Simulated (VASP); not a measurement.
# Re (P6_3/mmc) in VASP: single point with PBEsol

Aim: the single point of Re with PBEsol.

Program: VASP 6.6.1. These are calculated values, not measurements. Logs are shortened: lines on timing, memory, paths and dates and some standing lists are left out, and cuts for length are marked.

## Step 1: The cell of the first run

It takes space group P6_3/mmc (No. 194, hexagonal). The conventional cell has a = 2.750 Å, b = 2.750 Å, c = 4.443 Å, α = 90.00°, β = 90.00°, γ = 120.00°. Re (site symmetry -6m2) has 12 Re at 2.73 to 2.75 Å within 3.6 Å.

## Step 2: Single point, PBEsol

File POSCAR:

```
Re
1.0
    2.7503660254      0.0000000000      0.0000000000
   -1.3751830127      2.3818868477      0.0000000000
    0.0000000000      0.0000000000      4.4432016756
Re
2
Direct
    0.3333333333      0.6666666667      0.2500000000
    0.6666666667      0.3333333333      0.7500000000
```

File INCAR.step1:

```
PREC = Accurate
ENCUT = 520
EDIFF = 1E-6
ISMEAR = 0
SIGMA = 0.1
LREAL = F
LASPH = T
NELM = 100
ALGO = Fast
ISIF = 2
LWAVE = F
LCHARG = T
LMAXMIX = 4
GGA = PS
NBANDS = 14
```

File KPOINTS.step1:

```
regular mesh
0
Gamma
  18 18 10
```

File INCAR.step2:

```
PREC = Accurate
ENCUT = 520
EDIFF = 1E-6
ISMEAR = -5
SIGMA = 0.1
LREAL = F
LASPH = T
NELM = 100
ALGO = Fast
ISIF = 2
LWAVE = F
LCHARG = F
LMAXMIX = 4
GGA = PS
LORBIT = 11
NBANDS = 14
NEDOS = 2001
ICHARG = 11
```

File KPOINTS.step2:

```
regular mesh
0
Gamma
  27 27 15
```

Potentials or basis: VASP PAW PBE potentials, release 64 (Re).

The run is started by

```
> cat potpaw_PBE.64/Re/POTCAR > POTCAR
> cp INCAR.step1 INCAR
> cp KPOINTS.step1 KPOINTS
> mpirun -np 1 vasp_std > vasp.out
> cp INCAR.step2 INCAR
> cp KPOINTS.step2 KPOINTS
> mpirun -np 1 vasp_std > vasp.out
```

OUTCAR:

```text
PREC = Accurate
   ENCUT = 520
   EDIFF = 1E-6
   ISMEAR = -5
   LREAL = F
   LASPH = T
   NELM = 100
   ISIF = 2
   GGA = PS
   LORBIT = 11
   ICHARG = 11

 ion  position               nearest neighbor table
   1  0.333  0.667  0.250-   2 2.73   2 2.73   2 2.73   2 2.73   2 2.73   2 2.73
   2  0.667  0.333  0.750-   1 2.73   1 2.73   1 2.73   1 2.73   1 2.73   1 2.73

  LATTYP: Found a hexagonal cell.
 ALAT       =     2.7503660254
 C/A-ratio  =     1.6154946776

  Lattice vectors:

 A1 = (   2.7503660254,   0.0000000000,   0.0000000000)
 A2 = (  -1.3751830127,   2.3818868477,   0.0000000000)
 A3 = (   0.0000000000,   0.0000000000,   4.4432016756)

Analysis of symmetry for initial positions (statically):
=====================================================================
 Subroutine PRICEL returns:
 Original cell was already a primitive cell.

 Routine SETGRP: Setting up the symmetry group for a
 hexagonal supercell.

 Subroutine GETGRP returns: Found 24 space group operations
 (whereof 12 operations were pure point group operations)
 out of a pool of 24 trial point group operations.

The static configuration has the point symmetry D_3d.
 The point group associated with its full space group is D_6h.

Analysis of symmetry for dynamics (positions and initial velocities):
=====================================================================
 Subroutine PRICEL returns:
 Original cell was already a primitive cell.

 Routine SETGRP: Setting up the symmetry group for a
 hexagonal supercell.

 Subroutine GETGRP returns: Found 24 space group operations
 (whereof 12 operations were pure point group operations)
 out of a pool of 24 trial point group operations.

The dynamic configuration has the point symmetry D_3d.
 The point group associated with its full space group is D_6h.

 Subroutine INISYM returns: Found 24 space group operations
 (whereof 12 operations are pure point group operations),
 and found     1 'primitive' translations

----------------------------------------------------------------------------------------

                                     Primitive cell

  volume of cell :      29.1077

  direct lattice vectors                    reciprocal lattice vectors
     2.750366025  0.000000000  0.000000000     0.363587970  0.209917612  0.000000000
    -1.375183013  2.381886848  0.000000000     0.000000000  0.419835225  0.000000000
     0.000000000  0.000000000  4.443201676     0.000000000  0.000000000  0.225062933

  length of vectors
     2.750366025  2.750366025  4.443201676     0.419835225  0.419835225  0.225062933

  position of ions in fractional coordinates (direct lattice)
     0.333333333  0.666666667  0.250000000
     0.666666667  0.333333333  0.750000000

  ion indices of the primitive-cell ions
   primitive index   ion index
                 1           1
                 2           2

----------------------------------------------------------------------------------------

 KPOINTS: regular mesh

Automatic generation of k-mesh.
 Grid dimensions read from file:
 generate k-points for:   27   27   15

 Generating k-lattice:

  Cartesian coordinates                     Fractional coordinates (reciprocal lattice)
     0.013466221  0.007774726  0.000000000     0.037037037 -0.000000000  0.000000000
     0.000000000  0.015549453  0.000000000     0.000000000  0.037037037  0.000000000
     0.000000000  0.000000000  0.015004196     0.000000000  0.000000000  0.066666667

  Length of vectors
     0.015549453  0.015549453  0.015004196

  Shift w.r.t. Gamma in fractional coordinates (k-lattice)
     0.000000000  0.000000000  0.000000000

 TETIRR: Found  10722 inequivalent tetrahedra from    65610

 Subroutine IBZKPT returns following result:
 ===========================================

 Found    600 irreducible k-points:

 Following reciprocal coordinates:
            Coordinates               Weight
  0.000000  0.000000  0.000000      1.000000
  0.037037  0.000000  0.000000      6.000000
  0.074074  0.000000  0.000000      6.000000
  0.111111 -0.000000  0.000000      6.000000
  0.148148  0.000000  0.000000      6.000000
  0.185185  0.000000  0.000000      6.000000
[... 16 lines left out ...]
  0.333333  0.037037  0.000000     12.000000
  0.370370  0.037037  0.000000     12.000000
 [... further k-points ...]
   k-points           NKPTS =    600   k-points in BZ     NKDIM =    600   number of bands    NBANDS=     14
   number of dos      NEDOS =   2001   number of ions     NIONS =      2
   total plane-waves  NPLWV =  14400
   dimension x,y,z NGX =    20 NGY =   20 NGZ =   36
   dimension x,y,z NGXF=    40 NGYF=   40 NGZF=   72
   ions per type =               2
   NGX,Y,Z   is equivalent  to a cutoff of  12.09, 12.09, 13.47 a.u.
   NGXF,Y,Z  is equivalent  to a cutoff of  24.18, 24.18, 26.94 a.u.
 SYSTEM =  unknown system
   PREC   = accura    normal or accurate (medium, high low for compatibility)
   ISTART =      0    job   : 0-new  1-cont  2-samecut
   ICHARG =     11    charge: 1-file 2-atom 10-const
   ISPIN  =      1    spin polarized calculation?
   LNONCOLLINEAR =      F non collinear calculations
   LSORBIT =      F    spin-orbit coupling
   LASPH  =      T    aspherical Exc in radial PAW
   ENCUT  =  520.0 eV  38.22 Ry    6.18 a.u.   5.11  5.11  8.26*2*pi/ulx,y,z
   NELM   =    100;   NELMIN=  2; NELMDL=  0     # of ELM steps
   EDIFF  = 0.1E-05   stopping-criterion for ELM
   LREAL  =      F    real-space projection
   EDIFFG = 0.1E-04   stopping-criterion for IOM
   NSW    =      0    number of steps for IOM
   IBRION =     -1    ionic relax: 0-MD 1-quasi-New 2-CG
   NFREE  =      0    steps in history (QN), initial steepest desc. (CG)
   ISIF   =      2    stress and relaxation
   ISYM   =      2    0-nonsym 1-usesym 2-fastsym
   POTIM  = 0.5000    time-step for ionic-motion
   TEBEG  =    0.0;   TEEND  =   0.0 temperature during run
   PSTRESS=    0.0 pullay stress
   NELECT =      14.0000    total number of electrons
   NUPDOWN=      -1.0000    fix difference up-down
   EMIN   =  10.00;   EMAX   =-10.00  energy-range for DOS
   EFERMI =   0.00;   METHOD = LEGACY
   ISMEAR =    -5;   SIGMA  =   0.10  broadening in eV -4-tet -1-fermi 0-gaus
   EFERMI_NEDOS =   21; number of points for ismear=-14 and -15
   IALGO  =     68    algorithm
   IMIX   =      4    mixing-type and parameters
     AMIX     =   0.40;   BMIX     =  1.00
     AMIX_MAG =   1.60;   BMIX_MAG =  1.00
  volume/ion in A,a.u.               =      14.55        98.21
  Fermi-wavevector in a.u.,A,eV,Ry     =   1.282670  2.423895 22.384883  1.645243
  Thomas-Fermi vector in A             =   2.414968
   LORBIT       =     11    0 simple, 1 ext, 2 COOP (PROOUT), +10 PAW based schemes
   GGA     = PS    functional components
   LHFCALC =     F    Hartree Fock is set to
   AEXX    =    0.0000 exact exchange contribution
   IVDW    =     0    specifies the selected vdW correction
   LEPSILON=     F    determine dielectric tensor
   LRPA    =     F    only Hartree local field effects (RPA)
 non-spin polarized calculation
 RMM-DIIS sequential band-by-band and
 Fermi weights with tetrahedron method with Bloechl corrections
  energy-cutoff  :      520.00
  volume of cell :       29.11
 maximum number of plane-waves:       798

 number of electron      14.0000001 magnetization

 Free energy of the ion-electron system (eV)
  ---------------------------------------------------
  ext. energy  EPLUGINS =         0.00000000
  ---------------------------------------------------
  free energy    TOTEN  =       -26.73767057 eV

  energy without entropy =      -26.73767057  energy(sigma->0) =      -26.73767057

 E-fermi :   7.8408     XC(G=0): -13.8795

 val. band max:        7.9066420932   @ k =   0.4074   0.0000   0.4667
 cond. band min:       7.7681649613   @ k =   0.1481   0.0741   0.0000
 fundamental gap:     -0.1384771319
 Fermi energy:         7.8407950073

 k-point     1 :       0.0000    0.0000    0.0000
  band No.  band energies     occupation
      1      -2.1208      2.00000
      2       1.1298      2.00000
      3       6.2362      2.00000
      4       6.2387      2.00000
      5       6.2387      2.00000
      6       7.0921      2.00000
      7       7.0921      2.00000
      8       8.0429      0.00000
      9       8.0429      0.00000
     10       8.4848      0.00000
     11      11.2738      0.00000
     12      11.2738      0.00000
     13      17.9925      0.00000
     14      22.0490      0.00000

 k-point     2 :       0.0370    0.0000    0.0000
  band No.  band energies     occupation
      1      -2.0634      2.00000
      2       1.1844      2.00000
      3       5.9968      2.00000
      4       6.2913      2.00000
      5       6.4582      2.00000
      6       7.0490      2.00000
      7       7.1419      2.00000
      8       7.9516      0.36638
      9       7.9968     -0.00013
     10       8.2894      0.00000
     11      11.3056      0.00000
     12      11.5625      0.00000
     13      17.9917      0.00000
     14      22.1725      0.00000

 k-point     3 :       0.0741    0.0000    0.0000
  band No.  band energies     occupation
      1      -1.8932      2.00000
      2       1.3438      2.00000
      3       5.7257      2.00000
      4       6.4483      2.00000
      5       6.6705      2.00000
      6       6.9364      2.00000
      7       7.2903      2.00000
      8       7.5104      2.09095
      9       7.8671      0.66341
     10       8.0635      0.00000
     11      11.3932      0.00000
     12      12.2385      0.00000
     13      17.9820      0.00000
     14      22.5527      0.00000

 k-point     4 :       0.1111   -0.0000    0.0000
  band No.  band energies     occupation
      1      -1.6169      2.00000
      2       1.5939      2.00000
      3       5.4307      2.00000
      4       6.6898      2.00000
      5       6.7072      2.00000
      6       6.8502      2.00000
      7       6.9818      2.00000
      8       7.5344      2.00000
      9       7.6746      2.10167
     10       7.9060      0.00000
     11      11.5172      0.00000
     12      13.0792      0.00000
     13      17.9467      0.00000
     14      23.1344      0.00000

 k-point     5 :       0.1481    0.0000    0.0000
  band No.  band energies     occupation
      1      -1.2462      2.00000
      2       1.9058      2.00000
      3       5.1385      2.00000
      4       6.1602      2.00000
      5       6.4801      2.00000
      6       7.0638      2.00000
      7       7.2697      2.00000
      8       7.4429      2.00000
      9       7.7329      2.09320
     10       7.8692      0.00000
     11      11.6570      0.00000
[... 276 lines left out ...]
 k-point    22 :       0.2963    0.0370    0.0000
  band No.  band energies     occupation
      1       0.9864      2.00000
      2       2.4598      2.00000
      3       3.5883      2.00000
      4       4.9888      2.00000
      5       6.2666      2.00000
      6       6.2935      2.00000
      7       6.9444      2.00000
      8       9.4121      0.00000
      9       9.7088      0.00000
     10      10.4009      0.00000
     11      12.1245      0.00000
     12      17.1884      0.00000
     13      18.1609      0.00000
     14      20.9396      0.00000

 k-point    23 :       0.3333    0.0370    0.0000
  band No.  band energies     occupation
      1       1.3664      2.00000
      2       2.2951      2.00000
      3       3.2086      2.00000
      4       5.1966      2.00000
      5       6.1383      2.00000
      6       6.5748      2.00000
      7       6.7753      2.00000
      8      10.1308      0.00000
      9      10.3701      0.00000
     10      11.0719      0.00000
     11      12.1815      0.00000
     12      17.1526      0.00000
     13      18.9382      0.00000
     14      19.6339      0.00000

 k-point    24 :       0.3704    0.0370    0.0000
  band No.  band energies     occupation
      1       1.6297      2.00000
      2       2.1403      2.00000
      3       2.9088      2.00000
      4       5.4547      2.00000
      5       6.0159      2.00000
      6       6.6361      2.00000
      7       6.8808      2.00000
      8      10.9020      0.00000
      9      10.9750      0.00000
     10      11.7720      0.00000
     11      12.2223      0.00000
     12      17.2487      0.00000
     13      18.3522      0.00000
     14      19.6097      0.00000

 [... further k-points ...]

------------------------ aborting loop because EDIFF is reached ----------------------------------------

  FORCE on cell =-STRESS in cart. coord.  units (eV):
  Direction    XX          YY          ZZ          XY          YZ          ZX
  --------------------------------------------------------------------------------------
  -------------------------------------------------------------------------------------
  Total       -0.0129225     -0.0129225      0.0057870      0.0000000     -0.0000000      0.0000000
  in kB       -0.7112966     -0.7112966      0.3185345      0.0000000     -0.0000000      0.0000000
  external PRESSURE =      -0.3680196 kB  Pullay stress =       0.0000000 kB

 VOLUME and BASIS-vectors are now :
 -----------------------------------------------------------------------------
  energy-cutoff  :      520.00
  volume of cell :       29.11
      direct lattice vectors                 reciprocal lattice vectors
     2.750366025  0.000000000  0.000000000     0.363587970  0.209917612  0.000000000
    -1.375183013  2.381886848  0.000000000     0.000000000  0.419835225  0.000000000
     0.000000000  0.000000000  4.443201676     0.000000000  0.000000000  0.225062933

 POSITION                                       TOTAL-FORCE (eV/Angst)
 -----------------------------------------------------------------------------------
     -0.00000      1.58792      1.11080        -0.000000     -0.000000      0.000000
      1.37518      0.79396      3.33240         0.000000      0.000000      0.000000
 -----------------------------------------------------------------------------------
    total drift:                               -0.000000      0.000000     -0.000000

  FREE ENERGIE OF THE ION-ELECTRON SYSTEM (eV)
  ---------------------------------------------------
  free  energy   TOTEN  =       -26.7376705743 eV

  energy  without entropy=      -26.7376705743  energy(sigma->0) =      -26.73767057

 total charge

# of ion       s       p       d       tot
------------------------------------------
    1        0.631   0.688   4.884   6.203
    2        0.631   0.688   4.884   6.203
--------------------------------------------------
tot          1.263   1.375   9.768  12.406
```

Run time: 6.3 min. Hardware: 1 thread of Intel Xeon 8259CL, shared host; peak memory 0.34 GiB.

What came out:

```yaml
Valence_electrons_inside_the_program's_atomic_spheres: Re 6.20
```

Caveat: the PAW data sets were made with another functional, which shifts forces and pressure a little; spin-orbit coupling is left out, which moves the levels of the heavy elements.
